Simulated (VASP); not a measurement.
# C: relaxation of cell and atoms with PBEsol

The system is C.

```
C
1.0
     0.00000    1.78350    1.78350
     1.78350    0.00000    1.78350
     1.78350    1.78350    0.00000
C
2
Cartesian
  0.0000 0.0000 0.0000
  0.8918 0.8918 0.8918
```

```json
{
  "Program": "VASP 6.6.1",
  "Task": "relaxation of cell and atoms",
  "Functional": "PBEsol",
  "Potentials or basis": "VASP PAW PBE potentials, release 64 (C)",
  "Cutoff": "600 eV",
  "k mesh": "12 × 12 × 12",
  "Occupations": "gaussian, width 0.02 eV",
  "Spin": "no spin polarisation",
  "Dipole correction": "no",
  "Further INCAR settings": "ALGO = Normal; EDIFF = 1e-07; IBRION = 2; EDIFFG = -0.002; NSW = 100; ISIF = 3"
}
```

The relaxed volume is 5.62 Å³/atom. The relaxed cell is a = 2.514 Å, b = 2.514 Å, c = 2.514 Å, α = 60.00°, β = 60.00°, γ = 60.00°, the space group after relaxing (to 0.1 Å) is Fd-3m (No. 227) and the energy gained by relaxing is 0.8 meV/atom. The ionic steps are 3. The pressure after relaxing is 0.0 GPa. The band gap on the k mesh is 4.06 eV (least direct gap 5.57 eV).

Step by step:
```
step  energy change (eV)  largest force (eV/Å)  pressure (GPa)  volume (Å³)
   1              0.0000                0.0000           -4.50        11.35
   2              0.0010                0.0000            5.95        11.09
   3             -0.0016                0.0000           -0.01        11.23
```

Final structure:
```
C
1.0
     0.00000    1.77745    1.77745
     1.77745    0.00000    1.77745
     1.77745    1.77745    0.00000
C
2
Direct
  0.00000 0.00000 0.00000
  0.25000 0.25000 0.25000
```

Levels at points of the mesh, in eV from the valence-band top:
| k point | band 1 | band 2 | band 3 | band 4 | band 5 | band 6 | band 7 | band 8 |
| --- | --- | --- | --- | --- | --- | --- | --- | --- |
| (0.00, 0.00, 0.00) | -21.66 | 0.00 | 0.00 | 0.00 | 5.57 | 5.57 | 5.57 | 13.60 |
| (0.50, 0.00, 0.00) | -15.77 | -13.58 | -2.84 | -2.84 | 8.43 | 8.43 | 8.97 | 15.58 |
| (0.50, 0.50, 0.00) | -12.85 | -12.85 | -6.40 | -6.40 | 4.62 | 4.62 | 16.93 | 16.93 |

Run time: 6.2 s on 1 thread of Intel(R) Xeon(R) 6975P-C (Granite Rapids) (shared host), peak memory 0.12 GiB.

Caveat: the PAW data sets were made with another functional, which shifts forces and pressure a little. A k mesh can miss the band edges.
